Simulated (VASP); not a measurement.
# Na3SeBr (Pm-3m) in VASP: single point with PBE

Aim: the single point of Na3SeBr with PBE.

Everything below comes from runs of VASP 6.6.1. Logs are shortened: lines on timing, memory, paths and dates and some standing lists are left out, and cuts for length are marked.

### Step 1. The cell of the first run

The structure is cubic, space group Pm-3m (No. 221). The conventional cell has a = 4.811 Å, b = 4.811 Å, c = 4.811 Å, α = 90.00°, β = 90.00°, γ = 90.00°. Within 3.2 Å of Na (site symmetry 4/mmm) lie 2 Se at 2.41 Å. Within 3.2 Å of Se (site symmetry m-3m) lie 6 Na at 2.41 Å. Within 4.5 Å of Br (site symmetry m-3m) lie 12 Na at 3.40 Å and 8 Se at 4.17 Å.

### Step 2. Single point, PBE

File INCAR:

```
PREC = Accurate ; ENCUT = 520
EDIFF = 1E-7 ; ISMEAR = -1
SIGMA = 0.1 ; LREAL = F
LASPH = T ; NELM = 60
ALGO = Normal ; ISIF = 2
LWAVE = F ; LCHARG = F
GGA = PE ; NBANDS = 25
```

File KPOINTS:

```
Automatic mesh
0
Gamma
  5 5 5
```

File POSCAR:

```
Na3SeBr
1.0
    4.8108490000      0.0000000000      0.0000000000
    0.0000000000      4.8108490000      0.0000000000
    0.0000000000      0.0000000000      4.8108490000
Na Se Br
3 1 1
Direct
    0.5000000000      0.0000000000      0.5000000000
    0.0000000000      0.5000000000      0.5000000000
    0.5000000000      0.5000000000      0.0000000000
    0.5000000000      0.5000000000      0.5000000000
    0.0000000000      0.0000000000      0.0000000000
```

Potentials or basis: VASP PAW PBE potentials, release 64 (Na_pv, Se, Br).

Launch:

```
> cat potpaw_PBE.64/Na_pv/POTCAR potpaw_PBE.64/Se/POTCAR potpaw_PBE.64/Br/POTCAR > POTCAR
> mpirun -np 1 vasp_std > vasp.out
```

OUTCAR:

```text
PREC = Accurate
   ENCUT = 520
   EDIFF = 1E-7
   ISMEAR = -1
   LREAL = F
   LASPH = T
   NELM = 60
   ISIF = 2
   GGA = PE

 ion  position               nearest neighbor table
   1  0.500  0.000  0.500-   4 2.41   4 2.41
   2  0.000  0.500  0.500-   4 2.41   4 2.41
   3  0.500  0.500  0.000-   4 2.41   4 2.41
   4  0.500  0.500  0.500-   1 2.41   2 2.41   3 2.41   3 2.41   1 2.41   2 2.41
   5  0.000  0.000  0.000-

  LATTYP: Found a simple cubic cell.
 ALAT       =     4.8108490000

  Lattice vectors:

 A1 = (   4.8108490000,   0.0000000000,   0.0000000000)
 A2 = (   0.0000000000,   4.8108490000,   0.0000000000)
 A3 = (   0.0000000000,   0.0000000000,   4.8108490000)

Analysis of symmetry for initial positions (statically):
=====================================================================
 Subroutine PRICEL returns:
 Original cell was already a primitive cell.

 Routine SETGRP: Setting up the symmetry group for a
 simple cubic supercell.

 Subroutine GETGRP returns: Found 48 space group operations
 (whereof 48 operations were pure point group operations)
 out of a pool of 48 trial point group operations.

The static configuration has the point symmetry O_h .

Analysis of symmetry for dynamics (positions and initial velocities):
=====================================================================
 Subroutine PRICEL returns:
 Original cell was already a primitive cell.

 Routine SETGRP: Setting up the symmetry group for a
 simple cubic supercell.

 Subroutine GETGRP returns: Found 48 space group operations
 (whereof 48 operations were pure point group operations)
 out of a pool of 48 trial point group operations.

The dynamic configuration has the point symmetry O_h .

 Subroutine INISYM returns: Found 48 space group operations
 (whereof 48 operations are pure point group operations),
 and found     1 'primitive' translations

----------------------------------------------------------------------------------------

                                     Primitive cell

  volume of cell :     111.3436

  direct lattice vectors                    reciprocal lattice vectors
     4.810849000  0.000000000  0.000000000     0.207863518  0.000000000  0.000000000
     0.000000000  4.810849000  0.000000000     0.000000000  0.207863518  0.000000000
     0.000000000  0.000000000  4.810849000     0.000000000  0.000000000  0.207863518

  length of vectors
     4.810849000  4.810849000  4.810849000     0.207863518  0.207863518  0.207863518

  position of ions in fractional coordinates (direct lattice)
     0.500000000  0.000000000  0.500000000
     0.000000000  0.500000000  0.500000000
     0.500000000  0.500000000  0.000000000
     0.500000000  0.500000000  0.500000000
     0.000000000  0.000000000  0.000000000

  ion indices of the primitive-cell ions
   primitive index   ion index
                 1           1
                 2           2
                 3           3
                 4           4
                 5           5

----------------------------------------------------------------------------------------

 KPOINTS: Automatic mesh

Automatic generation of k-mesh.
 Grid dimensions read from file:
 generate k-points for:    5    5    5

 Generating k-lattice:

  Cartesian coordinates                     Fractional coordinates (reciprocal lattice)
     0.041572704  0.000000000  0.000000000     0.200000000  0.000000000  0.000000000
     0.000000000  0.041572704  0.000000000     0.000000000  0.200000000  0.000000000
     0.000000000  0.000000000  0.041572704     0.000000000  0.000000000  0.200000000

  Length of vectors
     0.041572704  0.041572704  0.041572704

  Shift w.r.t. Gamma in fractional coordinates (k-lattice)
     0.000000000  0.000000000  0.000000000

 Subroutine IBZKPT returns following result:
 ===========================================

 Found     10 irreducible k-points:

 Following reciprocal coordinates:
            Coordinates               Weight
  0.000000  0.000000  0.000000      1.000000
  0.200000  0.000000  0.000000      6.000000
  0.400000  0.000000  0.000000      6.000000
  0.200000  0.200000  0.000000     12.000000
  0.400000  0.200000  0.000000     24.000000
  0.400000  0.400000  0.000000     12.000000
  0.200000  0.200000  0.200000      8.000000
  0.400000  0.200000  0.200000     24.000000
  0.400000  0.400000  0.200000     24.000000
  0.400000  0.400000  0.400000      8.000000
   k-points           NKPTS =     10   k-points in BZ     NKDIM =     10   number of bands    NBANDS=     25
   number of dos      NEDOS =    301   number of ions     NIONS =      5
   total plane-waves  NPLWV =  46656
   dimension x,y,z NGX =    36 NGY =   36 NGZ =   36
   dimension x,y,z NGXF=    72 NGYF=   72 NGZF=   72
   ions per type =               3   1   1
   NGX,Y,Z   is equivalent  to a cutoff of  12.44, 12.44, 12.44 a.u.
   NGXF,Y,Z  is equivalent  to a cutoff of  24.88, 24.88, 24.88 a.u.
 SYSTEM =  unknown system
   PREC   = accura    normal or accurate (medium, high low for compatibility)
   ISTART =      0    job   : 0-new  1-cont  2-samecut
   ICHARG =      2    charge: 1-file 2-atom 10-const
   ISPIN  =      1    spin polarized calculation?
   LNONCOLLINEAR =      F non collinear calculations
   LSORBIT =      F    spin-orbit coupling
   LASPH  =      T    aspherical Exc in radial PAW
   ENCUT  =  520.0 eV  38.22 Ry    6.18 a.u.   8.94  8.94  8.94*2*pi/ulx,y,z
   NELM   =     60;   NELMIN=  2; NELMDL= -5     # of ELM steps
   EDIFF  = 0.1E-06   stopping-criterion for ELM
   LREAL  =      F    real-space projection
   EDIFFG = 0.1E-05   stopping-criterion for IOM
   NSW    =      0    number of steps for IOM
   IBRION =     -1    ionic relax: 0-MD 1-quasi-New 2-CG
   NFREE  =      0    steps in history (QN), initial steepest desc. (CG)
   ISIF   =      2    stress and relaxation
   ISYM   =      2    0-nonsym 1-usesym 2-fastsym
   POTIM  = 0.5000    time-step for ionic-motion
   TEBEG  =    0.0;   TEEND  =   0.0 temperature during run
   PSTRESS=    0.0 pullay stress
   NELECT =      34.0000    total number of electrons
   NUPDOWN=      -1.0000    fix difference up-down
   EMIN   =  10.00;   EMAX   =-10.00  energy-range for DOS
   EFERMI =   0.00;   METHOD = LEGACY
   ISMEAR =    -1;   SIGMA  =   0.10  broadening in eV -4-tet -1-fermi 0-gaus
   EFERMI_NEDOS =   21; number of points for ismear=-14 and -15
   IALGO  =     38    algorithm
   IMIX   =      4    mixing-type and parameters
     AMIX     =   0.40;   BMIX     =  1.00
     AMIX_MAG =   1.60;   BMIX_MAG =  1.00
  volume/ion in A,a.u.               =      22.27       150.28
  Fermi-wavevector in a.u.,A,eV,Ry     =   1.102417  2.083267 16.535490  1.215324
  Thomas-Fermi vector in A             =   2.238860
   LORBIT       =      0    0 simple, 1 ext, 2 COOP (PROOUT), +10 PAW based schemes
   GGA     = PE    functional components
   LHFCALC =     F    Hartree Fock is set to
   AEXX    =    0.0000 exact exchange contribution
   IVDW    =     0    specifies the selected vdW correction
   LEPSILON=     F    determine dielectric tensor
   LRPA    =     F    only Hartree local field effects (RPA)
 non-spin polarized calculation
  energy-cutoff  :      520.00
  volume of cell :      111.34
 maximum number of plane-waves:      3028
 NGX is ok and might be reduce to    36
   NGX = 17   NGY = 17   NGZ = 17

 number of electron      33.9999925 magnetization

 Free energy of the ion-electron system (eV)
  ---------------------------------------------------
  ext. energy  EPLUGINS =         0.00000000
  ---------------------------------------------------
  free energy    TOTEN  =       -13.06360897 eV

  energy without entropy =      -13.06360885  energy(sigma->0) =      -13.06360891

 E-fermi :   2.4508     XC(G=0):  -8.3806

 val. band max:        0.8738275724   @ k =   0.0000   0.0000   0.0000
 cond. band min:       3.7469687800   @ k =   0.0000   0.0000   0.0000
 fundamental gap:      2.8731412077
 Fermi energy:         2.4507849618

 k-point     1 :       0.0000    0.0000    0.0000
  band No.  band energies     occupation
      1     -21.3252      2.00000
      2     -21.3252      2.00000
      3     -21.3252      2.00000
      4     -21.2672      2.00000
      5     -21.2672      2.00000
      6     -21.2672      2.00000
[... 17 lines left out ...]
     24      11.7987      0.00000
     25      11.7987      0.00000

 k-point     2 :       0.2000    0.0000    0.0000
  band No.  band energies     occupation
      1     -21.3209      2.00000
      2     -21.3209      2.00000
      3     -21.3206      2.00000
      4     -21.2685      2.00000
      5     -21.2685      2.00000
      6     -21.2676      2.00000
[... 17 lines left out ...]
     24      10.4676      0.00000
     25      10.8117      0.00000

 k-point     3 :       0.4000    0.0000    0.0000
  band No.  band energies     occupation
      1     -21.3123      2.00000
      2     -21.3123      2.00000
      3     -21.3074      2.00000
      4     -21.2761      2.00000
      5     -21.2723      2.00000
      6     -21.2723      2.00000
[... 17 lines left out ...]
     24       9.7189      0.00000
     25       9.7632      0.00000

 k-point     4 :       0.2000    0.2000    0.0000
  band No.  band energies     occupation
      1     -21.3340      2.00000
      2     -21.3164      2.00000
      3     -21.3032      2.00000
      4     -21.2772      2.00000
      5     -21.2693      2.00000
      6     -21.2636      2.00000
[... 17 lines left out ...]
     24       9.4516      0.00000
     25      10.3682      0.00000
[... 85 lines left out ...]
 k-point     8 :       0.4000    0.2000    0.2000
  band No.  band energies     occupation
      1     -21.3645      2.00000
      2     -21.2931      2.00000
      3     -21.2926      2.00000
      4     -21.2867      2.00000
      5     -21.2826      2.00000
      6     -21.2634      2.00000
[... 17 lines left out ...]
     24      10.0429      0.00000
     25      11.1347      0.00000

 k-point     9 :       0.4000    0.4000    0.2000
  band No.  band energies     occupation
      1     -21.3891      2.00000
      2     -21.3013      2.00000
      3     -21.2908      2.00000
      4     -21.2908      2.00000
      5     -21.2699      2.00000
      6     -21.2591      2.00000
[... 17 lines left out ...]
     24      10.7566      0.00000
     25      12.0347      0.00000

 k-point    10 :       0.4000    0.4000    0.4000
  band No.  band energies     occupation
      1     -21.4190      2.00000
      2     -21.3014      2.00000
      3     -21.3004      2.00000
      4     -21.3004      2.00000
      5     -21.2495      2.00000
      6     -21.2495      2.00000
[... 17 lines left out ...]
     24      11.0583      0.00000
     25      12.3077      0.00000

------------------------ aborting loop because EDIFF is reached ----------------------------------------

  FORCE on cell =-STRESS in cart. coord.  units (eV):
  Direction    XX          YY          ZZ          XY          YZ          ZX
  --------------------------------------------------------------------------------------
  -------------------------------------------------------------------------------------
  Total        9.9387378      9.9387378      9.9387378      0.0000000      0.0000000      0.0000000
  in kB      143.0133694    143.0133694    143.0133694      0.0000000      0.0000000      0.0000000
  external PRESSURE =     143.0133694 kB  Pullay stress =       0.0000000 kB

 VOLUME and BASIS-vectors are now :
 -----------------------------------------------------------------------------
  energy-cutoff  :      520.00
  volume of cell :      111.34
      direct lattice vectors                 reciprocal lattice vectors
     4.810849000  0.000000000  0.000000000     0.207863518  0.000000000  0.000000000
     0.000000000  4.810849000  0.000000000     0.000000000  0.207863518  0.000000000
     0.000000000  0.000000000  4.810849000     0.000000000  0.000000000  0.207863518

 POSITION                                       TOTAL-FORCE (eV/Angst)
 -----------------------------------------------------------------------------------
      2.40542      0.00000      2.40542         0.000000      0.000000      0.000000
      0.00000      2.40542      2.40542         0.000000      0.000000      0.000000
      2.40542      2.40542      0.00000         0.000000      0.000000      0.000000
      2.40542      2.40542      2.40542         0.000000      0.000000      0.000000
      0.00000      0.00000      0.00000         0.000000      0.000000      0.000000
 -----------------------------------------------------------------------------------
    total drift:                                0.000000      0.000000      0.000000

  FREE ENERGIE OF THE ION-ELECTRON SYSTEM (eV)
  ---------------------------------------------------
  free  energy   TOTEN  =       -13.0636089748 eV

  energy  without entropy=      -13.0636088522  energy(sigma->0) =      -13.06360891
```

It took 42 s on 1 thread of AMD EPYC 7R13, shared host; peak memory 0.18 GiB.

What came out:

| Item | Value |
| --- | --- |
| Free energy | -13.0636 eV |
| Pressure | 14.3 GPa |
| Band gap on the k mesh | 2.87 eV, direct |

Levels at points of the mesh, in eV from the valence-band top:
```tsv
k point	band 15	band 16	band 17	band 18	band 19	band 20
(0.00, 0.00, 0.00)	0.00	0.00	0.00	2.87	5.05	5.05
```
